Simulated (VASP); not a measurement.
A run of VASP 6.6.1:

File INCAR:

```
SYSTEM = As
ALGO     = Normal         ! electronic algorithm
EDIFF    = 1E-7           ! SCF threshold, eV
ENCUT    = 520            ! plane-wave cutoff, eV
GGA      = PE             ! functional
ISIF     = 2              ! what is computed and relaxed
ISMEAR   = 0              ! smearing method
IVDW     = 12             ! dispersion correction
LASPH    = .True.         ! aspherical terms in the spheres
LCHARG   = .True.         ! write CHGCAR
LELF     = .True.         ! ELF
LREAL    = .False.        ! projectors in reciprocal space
LVHAR    = .True.       
LWAVE    = .False.        ! write WAVECAR
NBANDS   = 12             ! bands
NELM     = 80             ! most SCF steps
PREC     = Accurate       ! precision mode
SIGMA    = 0.1            ! smearing width, eV
```

KPOINTS

```
k-points
0
Gamma
  15 15 15
  0 0 0
```

The input POSCAR:

```
As
1.0
    1.8830331470      1.0871696943      3.2995082183
   -1.8830331470      1.0871696943      3.2995082183
    0.0000000000     -2.1743393886      3.2995082183
As
2
Direct
    0.7682868521      0.7682868521      0.7682868521
    0.2317131479      0.2317131479      0.2317131479
```

Potentials or basis: VASP PAW PBE potentials, release 64 (As).

Launch:

```bash
$ cat potpaw_PBE.64/As/POTCAR > POTCAR
$ mpirun -np 1 vasp_std > vasp.out
```

Hardware: 1 thread of Intel(R) Xeon(R) 6975P-C (Granite Rapids) (shared host).

Problem. How long does it take, and how much memory?

Solution. Run time: 81 s on 1 thread of Intel(R) Xeon(R) 6975P-C (Granite Rapids), on a shared host, peak memory 0.28 GiB. Counts: scf iterations 11, k points 344.
